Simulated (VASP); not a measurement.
Set up this calculation in VASP 6.6.1, as the native input.

```yaml
Task: single point
Functional: revPBE
Potentials_or_basis: VASP PAW PBE potentials, release 64 (Al)
Cutoff: 520 eV
k_mesh: 12 × 12 × 12
Occupations: fermi-dirac, width 0.05 eV
Spin: no spin polarisation
Dipole_correction: no
Further_INCAR_settings: ALGO = Fast; EDIFF = 1e-06; NBANDS = 8
```

The structure of Al lies in POSCAR:

```
Al
1.0
   -1.6255288338      1.6255288338      1.6255288338
    1.6255288338     -1.6255288338      1.6255288338
    1.6255288338      1.6255288338     -1.6255288338
Al
1
Direct
    0.0000000000      0.0000000000      0.0000000000
```

The input as run:

INCAR

```
SYSTEM = Al
ALGO     = Fast           ! electronic algorithm
EDIFF    = 1E-6           ! SCF threshold, eV
ENCUT    = 520            ! plane-wave cutoff, eV
GGA      = RE             ! functional
ISIF     = 2              ! what is computed and relaxed
ISMEAR   = -1             ! smearing method
LASPH    = .True.         ! aspherical terms in the spheres
LCHARG   = .True.         ! write CHGCAR
LELF     = .True.         ! ELF
LREAL    = .False.        ! projectors in reciprocal space
LVHAR    = .True.       
LWAVE    = .False.        ! write WAVECAR
NBANDS   = 8              ! bands
NELM     = 80             ! most SCF steps
PREC     = Accurate       ! precision mode
SIGMA    = 0.05           ! smearing width, eV
```

KPOINTS

```
k-points
0
Gamma
  12 12 12
  0 0 0
```

Potentials or basis: VASP PAW PBE potentials, release 64 (Al).

Command:

```sh
$ cat potpaw_PBE.64/Al/POTCAR > POTCAR
$ mpirun -np 1 vasp_std > vasp.out
```

It gave:

```
Pressure : -0.1 GPa
```

Caveat: the PAW data sets were made with another functional, which shifts forces and pressure a little.

Wall time 4.4 s on 1 thread of Intel(R) Xeon(R) 6975P-C (Granite Rapids), with other jobs on the host, peak memory 0.13 GiB.
